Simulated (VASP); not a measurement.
# H3C18N in VASP: notebook

H3C18N is run at these levels: PBEsol; tasks: single point.

Program: VASP 6.6.1. These are calculated values, not measurements. Logs are shortened: lines on timing, memory, paths and dates and some standing lists are left out, and cuts for length are marked.

## 1. The cell of the first run

The cell holds a slab with vacuum, 22 atoms: a = 7.398 Å, b = 7.398 Å, c = 13.000 Å, α = 90.00°, β = 90.00°, γ = 120.00°.

## 2. Single point, PBEsol

INCAR reads:

```
PREC = Accurate
ENCUT = 520
EDIFF = 1E-7
ISMEAR = 0
SIGMA = 0.02
LREAL = Auto
LASPH = True
NELM = 60
ALGO = Normal
ISIF = 2
LWAVE = False
LCHARG = True
GGA = PS
LELF = True
LVHAR = True
NBANDS = 57
```

KPOINTS reads:

```
regular mesh
0
Gamma
  2 2 1
```

POSCAR reads:

```
H3C18N
1.0
    7.3980000000      0.0000000000      0.0000000000
   -3.6990000000      6.4068560000      0.0000000000
    0.0000000000      0.0000000000     13.0000000000
C N H
18 1 3
Direct
   -0.0078643031     -0.0034144673      0.0487673846
    0.2168454655      0.1089039616      0.0488362308
   -0.0055797618      0.3313795409      0.0488730000
    0.2144764336      0.4413862275      0.0488789231
   -0.0064287943      0.6623281372      0.0487478462
    0.2153625773      0.7732717888      0.0488190769
    0.3277087411     -0.0020526449      0.0488563846
    0.5477581228      0.1080298980      0.0488763846
    0.3268108080      0.3289811727      0.0488769231
    0.5486778174      0.4398795603      0.0488749231
    0.3253492902      0.6632276424      0.0488696154
    0.5500571632      0.7755793169      0.0488777692
    0.6601181591     -0.0043189671      0.0488794615
    0.8820392164      0.1066356104      0.0488624615
    0.6587425450      0.3298770879      0.0488612308
    0.8834798396      0.4422876057      0.0488120769
    0.6610361446      0.6646337923      0.0488297692
    0.8811918324      0.7746567115      0.0487183846
    0.9606790317      0.8419109154      0.3220249231
    0.8444623833      0.7212548557      0.3626349231
    1.0012437593      0.9743061183      0.3635650769
    0.8930260658      0.8546474277      0.2557346154
```

Potentials or basis: VASP PAW PBE potentials, release 64 (C, N, H).

Run with:

```
$ cat potpaw_PBE.64/C/POTCAR potpaw_PBE.64/N/POTCAR potpaw_PBE.64/H/POTCAR > POTCAR
$ mpirun -np 1 vasp_std > vasp.out
```

OUTCAR:

```text
PREC = Accurate
   ENCUT = 520
   EDIFF = 1E-7
   ISMEAR = 0
   LREAL = Auto
   LASPH = True
   NELM = 60
   ISIF = 2
   GGA = PS

 ion  position               nearest neighbor table
   1  0.992  0.997  0.049-  14 1.41  18 1.42   2 1.44
   2  0.217  0.109  0.049-   9 1.41   7 1.42   1 1.44
   3  0.994  0.331  0.049-   4 1.41  16 1.42  14 1.44
   4  0.214  0.441  0.049-   3 1.41  11 1.42   9 1.44
   5  0.994  0.662  0.049-  16 1.41   6 1.42  18 1.44
   6  0.215  0.773  0.049-  11 1.41   5 1.42   7 1.44
[... 11 lines left out ...]
  18  0.881  0.775  0.049-  17 1.41   1 1.42   5 1.44
  19  0.961  0.842  0.322-  21 1.02  20 1.02  22 1.02
  20  0.844  0.721  0.363-  19 1.02
  21  0.001  0.974  0.364-  19 1.02
  22  0.893  0.855  0.256-  19 1.02

  LATTYP: Found a hexagonal cell.
 ALAT       =     7.3980000000
 C/A-ratio  =     1.7572316842

  Lattice vectors:

 A1 = (   7.3980000000,   0.0000000000,   0.0000000000)
 A2 = (  -3.6990000000,   6.4068560000,   0.0000000000)
 A3 = (   0.0000000000,   0.0000000000,  13.0000000000)

Analysis of symmetry for initial positions (statically):
=====================================================================
 Subroutine PRICEL returns:
 Original cell was already a primitive cell.

 Routine SETGRP: Setting up the symmetry group for a
 hexagonal supercell.

 Subroutine GETGRP returns: Found  1 space group operations
 (whereof  1 operations were pure point group operations)
 out of a pool of 24 trial point group operations.

The static configuration has the point symmetry C_1 .

Analysis of symmetry for dynamics (positions and initial velocities):
=====================================================================
 Subroutine PRICEL returns:
 Original cell was already a primitive cell.

 Routine SETGRP: Setting up the symmetry group for a
 hexagonal supercell.

 Subroutine GETGRP returns: Found  1 space group operations
 (whereof  1 operations were pure point group operations)
 out of a pool of 24 trial point group operations.

The dynamic configuration has the point symmetry C_1 .

 Subroutine INISYM returns: Found  1 space group operations
 (whereof  1 operations are pure point group operations),
 and found     1 'primitive' translations

----------------------------------------------------------------------------------------

                                     Primitive cell

  volume of cell :     616.1730

  direct lattice vectors                    reciprocal lattice vectors
     7.398000000  0.000000000  0.000000000     0.135171668  0.078041398  0.000000000
    -3.699000000  6.406856000  0.000000000     0.000000000  0.156082796  0.000000000
     0.000000000  0.000000000 13.000000000     0.000000000  0.000000000  0.076923077

  length of vectors
     7.398000000  7.398000054 13.000000000     0.156082797  0.156082796  0.076923077

  position of ions in fractional coordinates (direct lattice)
     0.992135697  0.996585533  0.048767385
     0.216845466  0.108903962  0.048836231
     0.994420238  0.331379541  0.048873000
     0.214476434  0.441386227  0.048878923
     0.993571206  0.662328137  0.048747846
     0.215362577  0.773271789  0.048819077
[... 14 lines left out ...]
     0.001243759  0.974306118  0.363565077
     0.893026066  0.854647428  0.255734615

  ion indices of the primitive-cell ions
   primitive index   ion index
                 1           1
                 2           2
                 3           3
                 4           4
                 5           5
                 6           6
[... 14 lines left out ...]
                21          21
                22          22

----------------------------------------------------------------------------------------

 KPOINTS: regular mesh

Automatic generation of k-mesh.
 Grid dimensions read from file:
 generate k-points for:    2    2    1

 Generating k-lattice:

  Cartesian coordinates                     Fractional coordinates (reciprocal lattice)
     0.067585834  0.039020699  0.000000000     0.500000000 -0.000000000  0.000000000
     0.000000000  0.078041398  0.000000000     0.000000000  0.500000000  0.000000000
     0.000000000  0.000000000  0.076923077     0.000000000  0.000000000  1.000000000

  Length of vectors
     0.078041399  0.078041398  0.076923077

  Shift w.r.t. Gamma in fractional coordinates (k-lattice)
     0.000000000  0.000000000  0.000000000

 Subroutine IBZKPT returns following result:
 ===========================================

 Found      4 irreducible k-points:

 Following reciprocal coordinates:
            Coordinates               Weight
  0.000000  0.000000  0.000000      1.000000
  0.500000  0.000000  0.000000      1.000000
  0.000000  0.500000  0.000000      1.000000
  0.500000  0.500000  0.000000      1.000000
   k-points           NKPTS =      4   k-points in BZ     NKDIM =      4   number of bands    NBANDS=     57
   number of dos      NEDOS =    301   number of ions     NIONS =     22
   total plane-waves  NPLWV = 307328
   dimension x,y,z NGX =    56 NGY =   56 NGZ =   98
   dimension x,y,z NGXF=   112 NGYF=  112 NGZF=  196
   ions per type =              18   1   3
   NGX,Y,Z   is equivalent  to a cutoff of  12.58, 12.58, 12.53 a.u.
   NGXF,Y,Z  is equivalent  to a cutoff of  25.17, 25.17, 25.06 a.u.
 SYSTEM =  unknown system
   PREC   = accura    normal or accurate (medium, high low for compatibility)
   ISTART =      0    job   : 0-new  1-cont  2-samecut
   ICHARG =      2    charge: 1-file 2-atom 10-const
   ISPIN  =      1    spin polarized calculation?
   LNONCOLLINEAR =      F non collinear calculations
   LSORBIT =      F    spin-orbit coupling
   LASPH  =      T    aspherical Exc in radial PAW
   ENCUT  =  520.0 eV  38.22 Ry    6.18 a.u.  13.76 13.76 24.17*2*pi/ulx,y,z
   NELM   =     60;   NELMIN=  2; NELMDL= -5     # of ELM steps
   EDIFF  = 0.1E-06   stopping-criterion for ELM
   LREAL  =      T    real-space projection
   EDIFFG = 0.1E-05   stopping-criterion for IOM
   NSW    =      0    number of steps for IOM
   IBRION =     -1    ionic relax: 0-MD 1-quasi-New 2-CG
   NFREE  =      0    steps in history (QN), initial steepest desc. (CG)
   ISIF   =      2    stress and relaxation
   ISYM   =      2    0-nonsym 1-usesym 2-fastsym
   POTIM  = 0.5000    time-step for ionic-motion
   TEBEG  =    0.0;   TEEND  =   0.0 temperature during run
   PSTRESS=    0.0 pullay stress
   NELECT =      80.0000    total number of electrons
   NUPDOWN=      -1.0000    fix difference up-down
   EMIN   =  10.00;   EMAX   =-10.00  energy-range for DOS
   EFERMI =   0.00;   METHOD = LEGACY
   ISMEAR =     0;   SIGMA  =   0.02  broadening in eV -4-tet -1-fermi 0-gaus
   EFERMI_NEDOS =   21; number of points for ismear=-14 and -15
   IALGO  =     38    algorithm
   IMIX   =      4    mixing-type and parameters
     AMIX     =   0.40;   BMIX     =  1.00
     AMIX_MAG =   1.60;   BMIX_MAG =  1.00
  volume/ion in A,a.u.               =      28.01       189.01
  Fermi-wavevector in a.u.,A,eV,Ry     =   0.828967  1.566521  9.349739  0.687186
  Thomas-Fermi vector in A             =   1.941434
   LORBIT       =      0    0 simple, 1 ext, 2 COOP (PROOUT), +10 PAW based schemes
   GGA     = PS    functional components
   LHFCALC =     F    Hartree Fock is set to
   AEXX    =    0.0000 exact exchange contribution
   IVDW    =     0    specifies the selected vdW correction
   LEPSILON=     F    determine dielectric tensor
   LRPA    =     F    only Hartree local field effects (RPA)
 non-spin polarized calculation
 Gauss-broadening in eV      SIGMA  =   0.02
  energy-cutoff  :      520.00
  volume of cell :      616.17
 maximum number of plane-waves:     16651
 NGX is ok and might be reduce to    56
   NGX = 27   NGY = 27   NGZ = 49

 number of electron      79.9999999 magnetization

 Free energy of the ion-electron system (eV)
  ---------------------------------------------------
  ext. energy  EPLUGINS =         0.00000000
  ---------------------------------------------------
  free energy    TOTEN  =      -192.70401709 eV

  energy without entropy =     -192.70401709  energy(sigma->0) =     -192.70401709

 E-fermi :  -1.8186     XC(G=0):  -3.8979

 val. band max:       -1.9254719227   @ k =   0.0000   0.0000   0.0000
 cond. band min:      -1.7090960610   @ k =   0.0000   0.0000   0.0000
 fundamental gap:      0.2163758616
 Fermi energy:        -1.8186250877

 k-point     1 :       0.0000    0.0000    0.0000
  band No.  band energies     occupation
      1     -21.3023      2.00000
      2     -18.8060      2.00000
      3     -18.7852      2.00000
      4     -18.7058      2.00000
      5     -18.7010      2.00000
      6     -18.6476      2.00000
[... 44 lines left out ...]
     51       3.1836      0.00000
     52       4.4521      0.00000

 k-point     2 :       0.5000    0.0000    0.0000
  band No.  band energies     occupation
      1     -20.6546      2.00000
      2     -20.6411      2.00000
      3     -19.3981      2.00000
      4     -19.3096      2.00000
      5     -18.4751      2.00000
      6     -16.9022      2.00000
[... 44 lines left out ...]
     51       3.7224      0.00000
     52       3.9812      0.00000

 k-point     3 :       0.0000    0.5000    0.0000
  band No.  band energies     occupation
      1     -20.6505      2.00000
      2     -20.6452      2.00000
      3     -19.3984      2.00000
      4     -19.3092      2.00000
      5     -18.4750      2.00000
      6     -16.9015      2.00000
[... 44 lines left out ...]
     51       3.6384      0.00000
     52       3.9044      0.00000

 k-point     4 :       0.5000    0.5000    0.0000
  band No.  band energies     occupation
      1     -20.6559      2.00000
      2     -20.6398      2.00000
      3     -19.3986      2.00000
      4     -19.3091      2.00000
      5     -18.4751      2.00000
      6     -16.9032      2.00000
[... 44 lines left out ...]
     51       3.7282      0.00000
     52       3.9974      0.00000
 [bands above 52 left out]

------------------------ aborting loop because EDIFF is reached ----------------------------------------

  FORCE on cell =-STRESS in cart. coord.  units (eV):
  Direction    XX          YY          ZZ          XY          YZ          ZX
  --------------------------------------------------------------------------------------
  -------------------------------------------------------------------------------------
  Total       -1.9907789     -1.9409800     -0.1280641      0.0003675      0.0082956      0.0152948
  in kB       -5.1764374     -5.0469499     -0.3329933      0.0009556      0.0215703      0.0397697
  external PRESSURE =      -3.5187935 kB  Pullay stress =       0.0000000 kB

 VOLUME and BASIS-vectors are now :
 -----------------------------------------------------------------------------
  energy-cutoff  :      520.00
  volume of cell :      616.17
      direct lattice vectors                 reciprocal lattice vectors
     7.398000000  0.000000000  0.000000000     0.135171668  0.078041398  0.000000000
    -3.699000000  6.406856000  0.000000000     0.000000000  0.156082796  0.000000000
     0.000000000  0.000000000 13.000000000     0.000000000  0.000000000  0.076923077

 POSITION                                       TOTAL-FORCE (eV/Angst)
 -----------------------------------------------------------------------------------
      3.65345      6.38498      0.63398         0.010373     -0.000864      0.001023
      1.20139      0.69773      0.63487        -0.002985     -0.004123     -0.004687
      6.13095      2.12310      0.63535        -0.013124     -0.002608      0.000394
     -0.04599      2.82790      0.63543         0.003057      0.000148     -0.001347
      4.90049      4.24344      0.63372        -0.001655     -0.002056      0.002477
     -1.26708      4.95424      0.63465        -0.006161      0.001454     -0.000399
[... 14 lines left out ...]
     -3.59476      6.24224      4.72635         0.013980      0.024518      0.015755
      3.44527      5.47560      3.32455         0.005760      0.000334     -0.030771
 -----------------------------------------------------------------------------------
    total drift:                                0.016677      0.014711     -0.062088

  FREE ENERGIE OF THE ION-ELECTRON SYSTEM (eV)
  ---------------------------------------------------
  free  energy   TOTEN  =      -192.7040170918 eV

  energy  without entropy=     -192.7040170918  energy(sigma->0) =     -192.70401709
```

It took 3.3 min on 1 thread of AMD EPYC 9R45 (Zen 5), shared host; peak memory 0.61 GiB.

What came out:

```yaml
Free_energy: -192.7040 eV
Largest_force: 0.034 eV/Å
Band_gap_on_the_k_mesh: 0.22 eV
```

Forces in eV/Å, atoms in the order of the input:
```
C    0.010 -0.001  0.001
C   -0.003 -0.004 -0.005
C   -0.013 -0.003  0.000
C    0.003  0.000 -0.001
C   -0.002 -0.002  0.002
C   -0.006  0.001  0.000
C   -0.008 -0.004  0.000
C    0.003  0.001  0.001
C    0.000  0.008  0.000
C   -0.005  0.005 -0.001
C    0.007 -0.003 -0.002
C   -0.006 -0.011 -0.001
C    0.001  0.009  0.000
C   -0.006  0.015  0.002
C    0.015  0.001 -0.003
C    0.002 -0.007  0.000
C   -0.007 -0.005 -0.001
C    0.014 -0.002 -0.005
N   -0.032  0.003  0.012
H    0.010 -0.028  0.015
H    0.014  0.025  0.016
H    0.006  0.000 -0.031
```

Levels at points of the mesh, in eV from the valence-band top:
```tsv
k point	band 36	band 37	band 38	band 39	band 40	band 41	band 42	band 43	band 44	band 45
(0.00, 0.00, 0.00)	-2.89	-2.89	-1.69	0.00	0.00	0.22	0.22	3.14	4.17	4.75
(0.50, 0.00, 0.00)	-2.58	-2.54	-2.53	-2.25	-1.69	1.76	2.58	2.59	2.65	2.67
(0.00, 0.50, 0.00)	-2.58	-2.54	-2.52	-2.26	-1.69	1.76	2.58	2.59	2.65	2.67
(0.50, 0.50, 0.00)	-2.58	-2.54	-2.53	-2.26	-1.69	1.76	2.59	2.59	2.64	2.67
```

Caveat: the k points lie up to 0.49 Å⁻¹ apart; there is no dipole correction, which matters where the two faces differ; semilocal functionals underestimate gaps, and a narrow one can read as zero; the PAW data sets were made with another functional, which shifts forces and pressure a little.

## 3. Single point, PBEsol

INCAR reads:

```
  PREC = Accurate
  ENCUT = 520
  EDIFF = 1E-7
  ISMEAR = 0
  SIGMA = 0.02
  LREAL = Auto
  LASPH = T
  NELM = 60
  ALGO = Normal
  ISIF = 2
  LWAVE = F
  LCHARG = F
  GGA = PS
  NBANDS = 57
```

KPOINTS is that of step 2.

POSCAR reads:

```
H3C18N
1.0
    7.3980000000      0.0000000000      0.0000000000
   -3.6990000000      6.4068560000      0.0000000000
    0.0000000000      0.0000000000     13.0000000000
C N H
18 1 3
Direct
   -0.0078743473     -0.0034564535      0.0489341538
    0.2165230998      0.1087155697      0.0489793846
   -0.0055999223      0.3309464112      0.0490495385
    0.2141667482      0.4408049752      0.0490383846
   -0.0068289621      0.6619700833      0.0489785385
    0.2154565602      0.7731512929      0.0490118462
    0.3276381653     -0.0025038802      0.0490134615
    0.5474403817      0.1074555133      0.0490380000
    0.3263485302      0.3285424239      0.0490199231
    0.5487619697      0.4397323742      0.0490454615
    0.3253247136      0.6632098489      0.0490361538
    0.5497733681      0.7754188638      0.0490373846
    0.6596686094     -0.0047684855      0.0490460769
    0.8821439170      0.1064662605      0.0490354615
    0.6586867321      0.3298419693      0.0490389231
    0.8831717987      0.4421324594      0.0490158462
    0.6610013069      0.6642267284      0.0490113077
    0.8809192230      0.7741244692      0.0489216923
    1.0158783898      0.8974918431      0.3201597692
    0.9009678833      0.7786313599      0.3622692308
    1.0635792587      1.0305543000      0.3624527692
    0.9442676232      0.9129256222      0.2559441538
```

Potentials or basis: VASP PAW PBE potentials, release 64 (C, N, H).

Run with:

```
$ cat potpaw_PBE.64/C/POTCAR potpaw_PBE.64/N/POTCAR potpaw_PBE.64/H/POTCAR > POTCAR
$ mpirun -np 1 vasp_std > vasp.out
```

It took 3.2 min on 1 thread of AMD EPYC 9R45 (Zen 5), shared host; peak memory 0.61 GiB.

Results (log left out):

```
Free energy            : -192.7044 eV
Largest force          : 0.061 eV/Å
Band gap on the k mesh : 0.21 eV
```

Forces in eV/Å, atoms in the order of the input:
```
C   -0.003 -0.003  0.000
C    0.011  0.009 -0.006
C   -0.026  0.004  0.002
C    0.003  0.017 -0.002
C   -0.004 -0.024  0.000
C    0.009 -0.012 -0.002
C   -0.001  0.017  0.002
C   -0.001  0.004 -0.002
C    0.014 -0.001  0.000
C   -0.003  0.001  0.000
C   -0.001 -0.006 -0.001
C   -0.009 -0.013  0.001
C    0.002  0.018  0.000
C   -0.022  0.011 -0.001
C    0.014  0.002 -0.002
C    0.007 -0.001  0.001
C    0.010 -0.005  0.000
C   -0.001 -0.014 -0.002
N   -0.059  0.011  0.011
H    0.017 -0.021  0.005
H    0.019  0.006 -0.005
H    0.023  0.001  0.001
```

Levels at points of the mesh, in eV from the valence-band top:
```csv
k point,band 36,band 37,band 38,band 39,band 40,band 41,band 42,band 43,band 44,band 45
"(0.00, 0.00, 0.00)",-2.90,-2.90,-1.71,0.00,0.00,0.21,0.21,3.12,4.16,4.73
"(0.50, 0.00, 0.00)",-2.58,-2.54,-2.53,-2.26,-1.72,1.76,2.58,2.59,2.64,2.66
"(0.00, 0.50, 0.00)",-2.58,-2.54,-2.53,-2.26,-1.71,1.76,2.58,2.59,2.65,2.66
"(0.50, 0.50, 0.00)",-2.58,-2.54,-2.53,-2.26,-1.72,1.76,2.58,2.59,2.64,2.67
```

Caveat: the k points lie up to 0.49 Å⁻¹ apart; there is no dipole correction, which matters where the two faces differ; semilocal functionals underestimate gaps, and a narrow one can read as zero; the PAW data sets were made with another functional, which shifts forces and pressure a little.
